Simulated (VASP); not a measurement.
# Ge (P1) in VASP: relaxation of cell and atoms with PBE

Aim: the relaxation of cell and atoms of Ge with PBE.

Everything below comes from runs of VASP 6.6.1. Logs are shortened: lines on timing, memory, paths and dates and some standing lists are left out, and cuts for length are marked.

## 1. The cell of the first run

The typed cell holds 8 atoms: a = 5.348 Å, b = 5.466 Å, c = 8.095 Å, α = 107.00°, β = 108.07°, γ = 98.16°.

## 2. Relaxation of cell and atoms, PBE

Input file INCAR:

```
  ALGO = Fast
  EDIFF = 1E-7
  EDIFFG = -0.025
  ENCUT = 600
  GGA = PE
  IBRION = 2
  ISIF = 3
  ISMEAR = 0
  LASPH = T
  LCHARG = F
  LREAL = F
  LWAVE = F
  NELM = 100
  NSW = 80
  PREC = Accurate
  SIGMA = 0.2
```

Input file KPOINTS:

```
k-points
0
Gamma
  4 4 4
```

Input file POSCAR:

```
Ge
1.0
    3.4964974765     -3.5465319342      1.9500975531
    3.5866932705      3.5695275353     -2.0665456363
   -3.6308978624      3.6431713790      6.2506508170
Ge
8
Direct
    0.3401233319      0.3480041664      0.3375942596
    0.8564665289      0.3703862333      0.8443703723
    0.1585045694      0.6526484246      0.1593599792
    0.6682525512      0.6385884888      0.6701850093
    0.5076068291     -0.0055351375      0.1549978866
    0.0171833828     -0.0087685035      0.6559265322
    0.9729741024      0.0019370845      0.3344029230
    0.4788887043      0.0027392434      0.8431630377
```

Potentials or basis: VASP PAW PBE potentials, release 64 (Ge_d).

Run with:

```sh
> cat potpaw_PBE.64/Ge_d/POTCAR > POTCAR
> mpirun -np 1 vasp_std > vasp.out
```

OUTCAR:

```text
EDIFF = 1E-7
   EDIFFG = -0.025
   ENCUT = 600
   GGA = PE
   IBRION = 2
   ISIF = 3
   ISMEAR = 0
   LASPH = T
   LREAL = F
   NELM = 100
   NSW = 80
   PREC = Accurate

 ion  position               nearest neighbor table
   1  0.340  0.348  0.338-   7 2.51   5 2.52   4 2.57   3 2.61
   2  0.856  0.370  0.844-   4 2.43   3 2.43   6 2.61   8 2.63
   3  0.159  0.653  0.159-   2 2.43   5 2.46   7 2.54   1 2.61
   4  0.668  0.639  0.670-   2 2.43   6 2.54   1 2.57   8 2.60
   5  0.508  0.994  0.155-   7 2.45   3 2.46   8 2.50   1 2.52
   6  0.017  0.991  0.656-   8 2.44   4 2.54   7 2.56   2 2.61
   7  0.973  0.002  0.334-   5 2.45   1 2.51   3 2.54   6 2.56
   8  0.479  0.003  0.843-   6 2.44   5 2.50   4 2.60   2 2.63

  LATTYP: Found a triclinic cell.
 ALAT       =    11.4597040059
 B/A-ratio  =     0.4769704843
 C/A-ratio  =     1.2550092720
 COS(alpha) =     0.0018264767
 COS(beta)  =     0.6215437424
 COS(gamma) =     0.7497170584

  Lattice vectors:

 A1 = (   3.7210936564,   3.4728880905, -10.2672940064)
 A2 = (   3.5866932705,   3.5695275353,  -2.0665456363)
 A3 = (   0.1786049778,  -7.3093383591, -12.3848535508)

Analysis of symmetry for initial positions (statically):
=====================================================================
 Subroutine PRICEL returns:
 Original cell was already a primitive cell.

 Routine SETGRP: Setting up the symmetry group for a
 triclinic supercell.

 Subroutine GETGRP returns: Found  1 space group operations
 (whereof  1 operations were pure point group operations)
 out of a pool of  2 trial point group operations.

The static configuration has the point symmetry C_1 .

Analysis of symmetry for dynamics (positions and initial velocities):
=====================================================================
 Subroutine PRICEL returns:
 Original cell was already a primitive cell.

 Routine SETGRP: Setting up the symmetry group for a
 triclinic supercell.

 Subroutine GETGRP returns: Found  1 space group operations
 (whereof  1 operations were pure point group operations)
 out of a pool of  2 trial point group operations.

The dynamic configuration has the point symmetry C_1 .

 Subroutine INISYM returns: Found  1 space group operations
 (whereof  1 operations are pure point group operations),
 and found     1 'primitive' translations

----------------------------------------------------------------------------------------

                                     Primitive cell

  volume of cell :     207.9932

  direct lattice vectors                    reciprocal lattice vectors
     3.496497477 -3.546531934  1.950097553     0.143469379 -0.071712699  0.125136459
     3.586693271  3.569527535 -2.066545636     0.140738627  0.139119908  0.000667117
    -3.630897862  3.643171379  6.250650817     0.001769977  0.068367984  0.121163435

  length of vectors
     5.348482386  5.465940569  8.094859642     0.203433791  0.197894302  0.139132642

  position of ions in fractional coordinates (direct lattice)
     0.340123332  0.348004166  0.337594260
     0.856466529  0.370386233  0.844370372
     0.158504569  0.652648425  0.159359979
     0.668252551  0.638588489  0.670185009
     0.507606829  0.994464863  0.154997887
     0.017183383  0.991231496  0.655926532
     0.972974102  0.001937084  0.334402923
     0.478888704  0.002739243  0.843163038

  ion indices of the primitive-cell ions
   primitive index   ion index
                 1           1
                 2           2
                 3           3
                 4           4
                 5           5
                 6           6
                 7           7
                 8           8

----------------------------------------------------------------------------------------

 KPOINTS: k-points

Automatic generation of k-mesh.
 Grid dimensions read from file:
 generate k-points for:    4    4    4

 Generating k-lattice:

  Cartesian coordinates                     Fractional coordinates (reciprocal lattice)
     0.035867345 -0.017928175  0.031284115     0.250000000  0.000000000  0.000000000
     0.035184657  0.034779977  0.000166779    -0.000000000  0.250000000 -0.000000000
     0.000442494  0.017091996  0.030290859     0.000000000 -0.000000000  0.250000000

  Length of vectors
     0.050858448  0.049473576  0.034783160

  Shift w.r.t. Gamma in fractional coordinates (k-lattice)
     0.000000000  0.000000000  0.000000000

 Subroutine IBZKPT returns following result:
 ===========================================

 Found     36 irreducible k-points:

 Following reciprocal coordinates:
            Coordinates               Weight
  0.000000  0.000000  0.000000      1.000000
  0.250000 -0.000000  0.000000      2.000000
  0.500000 -0.000000  0.000000      1.000000
  0.000000  0.250000  0.000000      2.000000
  0.250000  0.250000  0.000000      2.000000
  0.500000  0.250000  0.000000      2.000000
[... 16 lines left out ...]
  0.000000 -0.250000  0.250000      2.000000
  0.250000 -0.250000  0.250000      2.000000
 [... further k-points ...]
   k-points           NKPTS =     36   k-points in BZ     NKDIM =     36   number of bands    NBANDS=     67
   number of dos      NEDOS =    301   number of ions     NIONS =      8
   total plane-waves  NPLWV = 161280
   dimension x,y,z NGX =    48 NGY =   48 NGZ =   70
   dimension x,y,z NGXF=    96 NGYF=   96 NGZF=  140
   ions per type =               8
   NGX,Y,Z   is equivalent  to a cutoff of  14.92, 14.60, 14.38 a.u.
   NGXF,Y,Z  is equivalent  to a cutoff of  29.84, 29.20, 28.75 a.u.
 SYSTEM =  unknown system
   PREC   = accura    normal or accurate (medium, high low for compatibility)
   ISTART =      0    job   : 0-new  1-cont  2-samecut
   ICHARG =      2    charge: 1-file 2-atom 10-const
   ISPIN  =      1    spin polarized calculation?
   LNONCOLLINEAR =      F non collinear calculations
   LSORBIT =      F    spin-orbit coupling
   LASPH  =      T    aspherical Exc in radial PAW
   ENCUT  =  600.0 eV  44.10 Ry    6.64 a.u.  10.68 10.92 16.17*2*pi/ulx,y,z
   NELM   =    100;   NELMIN=  2; NELMDL= -5     # of ELM steps
   EDIFF  = 0.1E-06   stopping-criterion for ELM
   LREAL  =      F    real-space projection
   EDIFFG = -.3E-01   stopping-criterion for IOM
   NSW    =     80    number of steps for IOM
   IBRION =      2    ionic relax: 0-MD 1-quasi-New 2-CG
   NFREE  =      1    steps in history (QN), initial steepest desc. (CG)
   ISIF   =      3    stress and relaxation
   ISYM   =      2    0-nonsym 1-usesym 2-fastsym
   POTIM  = 0.5000    time-step for ionic-motion
   TEBEG  =    0.0;   TEEND  =   0.0 temperature during run
   PSTRESS=    0.0 pullay stress
   NELECT =     112.0000    total number of electrons
   NUPDOWN=      -1.0000    fix difference up-down
   EMIN   =  10.00;   EMAX   =-10.00  energy-range for DOS
   EFERMI =   0.00;   METHOD = LEGACY
   ISMEAR =     0;   SIGMA  =   0.20  broadening in eV -4-tet -1-fermi 0-gaus
   EFERMI_NEDOS =   21; number of points for ismear=-14 and -15
   IALGO  =     68    algorithm
   IMIX   =      4    mixing-type and parameters
     AMIX     =   0.40;   BMIX     =  1.00
     AMIX_MAG =   1.60;   BMIX_MAG =  1.00
  volume/ion in A,a.u.               =      26.00       175.45
  Fermi-wavevector in a.u.,A,eV,Ry     =   1.331878  2.516885 24.135366  1.773899
  Thomas-Fermi vector in A             =   2.460856
   LORBIT       =      0    0 simple, 1 ext, 2 COOP (PROOUT), +10 PAW based schemes
   GGA     = PE    functional components
   LHFCALC =     F    Hartree Fock is set to
   AEXX    =    0.0000 exact exchange contribution
   IVDW    =     0    specifies the selected vdW correction
   LEPSILON=     F    determine dielectric tensor
   LRPA    =     F    only Hartree local field effects (RPA)
 conjugate gradient relaxation of ions
 non-spin polarized calculation
 RMM-DIIS sequential band-by-band and
 Gauss-broadening in eV      SIGMA  =   0.20
  energy-cutoff  :      600.00
  volume of cell :      207.99
 maximum number of plane-waves:      6963
 NGX is ok and might be reduce to    48
   NGX = 21   NGY = 21   NGZ = 33

--------------------------------------- Ionic step        1  -------------------------------------------

 number of electron     112.0000013 magnetization

 Free energy of the ion-electron system (eV)
  ---------------------------------------------------
  ext. energy  EPLUGINS =         0.00000000
  ---------------------------------------------------
  free energy    TOTEN  =       -35.24105520 eV

  energy without entropy =      -35.22857464  energy(sigma->0) =      -35.23481492

------------------------ aborting loop because EDIFF is reached ----------------------------------------

  FORCE on cell =-STRESS in cart. coord.  units (eV):
  Direction    XX          YY          ZZ          XY          YZ          ZX
  --------------------------------------------------------------------------------------
  -------------------------------------------------------------------------------------
  Total       -0.7132039     -2.7034419     -0.5383242     -0.3126889     -1.2686849      1.7184615
  in kB       -5.4938305    -20.8246906     -4.1467271     -2.4086519     -9.7727162     13.2373584
  external PRESSURE =     -10.1550827 kB  Pullay stress =       0.0000000 kB
[... 107 lines left out ...]
  FREE ENERGIE OF THE ION-ELECTRON SYSTEM (eV)
  ---------------------------------------------------
  free  energy   TOTEN  =       -35.4339392366 eV

  energy  without entropy=      -35.4234143492  energy(sigma->0) =      -35.42867679

[... ionic steps 4 to 11 ...]

--------------------------------------- Ionic step       12  -------------------------------------------

 number of electron     112.0000014 magnetization

------------------------ aborting loop because EDIFF is reached ----------------------------------------
[... 79 lines left out ...]
--------------------------------------- Ionic step       14  -------------------------------------------

 number of electron     112.0000016 magnetization

 Free energy of the ion-electron system (eV)
  ---------------------------------------------------
  ext. energy  EPLUGINS =         0.00000000
  ---------------------------------------------------
  free energy    TOTEN  =       -35.47101120 eV

  energy without entropy =      -35.46140929  energy(sigma->0) =      -35.46621025

 E-fermi :   3.8693     XC(G=0):  -9.3051

 val. band max:        3.7023860442   @ k =  -0.2500  -0.2500   0.2500
 cond. band min:       3.9398535086   @ k =   0.5000   0.5000   0.5000
 fundamental gap:      0.2374674644
 Fermi energy:         3.8692544125

 k-point     1 :       0.0000    0.0000    0.0000
  band No.  band energies     occupation
      1     -20.7967      2.00000
      2     -20.7881      2.00000
      3     -20.7768      2.00000
      4     -20.7730      2.00000
      5     -20.7725      2.00000
      6     -20.7700      2.00000
[... 1669 lines left out ...]
     66       8.7699      0.00000
     67       9.2019      0.00000

 [... further k-points ...]

------------------------ aborting loop because EDIFF is reached ----------------------------------------

  FORCE on cell =-STRESS in cart. coord.  units (eV):
  Direction    XX          YY          ZZ          XY          YZ          ZX
  --------------------------------------------------------------------------------------
  -------------------------------------------------------------------------------------
  Total       -0.1325497     -0.0605794     -0.1198846      0.0178142      0.0141061     -0.0088736
  in kB       -1.0462563     -0.4781724     -0.9462865      0.1406128      0.1113439     -0.0700422
  external PRESSURE =      -0.8235717 kB  Pullay stress =       0.0000000 kB
[... 23 lines left out ...]
  FREE ENERGIE OF THE ION-ELECTRON SYSTEM (eV)
  ---------------------------------------------------
  free  energy   TOTEN  =       -35.4710112000 eV

  energy  without entropy=      -35.4614092939  energy(sigma->0) =      -35.46621025

 reached required accuracy - stopping structural energy minimisation
```

Run time: 2.4 h. Hardware: 1 thread of AMD EPYC 9755, shared host; peak memory 0.66 GiB.

What came out:

| Quantity | Value |
| --- | --- |
| Free energy | -35.4710 eV |
| Relaxed volume | 25.37 Å³/atom |
| Relaxed cell | a = 5.397 Å, b = 5.393 Å, c = 7.881 Å, α = 107.03°, β = 107.12°, γ = 98.17° |
| Space group after relaxing (to 0.1 Å) | I4/mmm (No. 139) |
| Energy gained by relaxing | 28.7 meV/atom |
| Ionic steps | 14 |
| Pressure after relaxing | -0.1 GPa |
| Largest force after relaxing | 0.019 eV/Å |
| Band gap on the k mesh | zero (bands 56 and 57 overlap by 0.31 eV) |

Forces in eV/Å, atoms in the order of the input:
```
Ge  -0.010 -0.012 -0.008
Ge   0.007  0.006 -0.005
Ge  -0.008 -0.003 -0.003
Ge   0.002  0.010 -0.007
Ge   0.010 -0.015  0.006
Ge  -0.011  0.002  0.002
Ge   0.008  0.005  0.004
Ge   0.002  0.007  0.009
```

The path:
```tsv
step	energy change (eV)	largest force (eV/Å)	pressure (GPa)	volume (Å³)
1	0.0000	1.1641	-1.02	207.99
2	-0.1905	0.3877	0.00	203.03
3	-0.1929	0.3740	0.18	202.41
4	-0.2179	0.1853	0.08	202.52
5	-0.2179	0.1834	0.08	202.53
6	-0.2237	0.0827	-0.01	202.90
7	-0.2244	0.1082	-0.01	203.08
8	-0.2263	0.0584	-0.07	203.16
9	-0.2267	0.0729	-0.09	203.21
10	-0.2281	0.0436	0.03	202.76
11	-0.2283	0.0524	0.13	202.49
12	-0.2294	0.0597	-0.01	202.97
13	-0.2294	0.0662	-0.05	203.08
14	-0.2300	0.0192	-0.08	202.98
```

Final structure:
```
Ge
1.0
     3.53491   -3.53290    2.03730
     3.53211    3.53090   -2.03601
    -3.53313    3.52622    6.09874
Ge
8
Direct
  0.33859 0.35769 0.33985
  0.83979 0.35532 0.83937
  0.16101 0.64427 0.16127
  0.66270 0.64283 0.66148
  0.51605 0.00101 0.16080
  0.01805 0.99942 0.66043
  0.98113 0.00041 0.33831
  0.48268 0.99905 0.83848
```

Caveat: semilocal functionals underestimate gaps, and a narrow one can read as zero.

The gap in the log of VASP goes by the Fermi energy; the results here count the filled bands.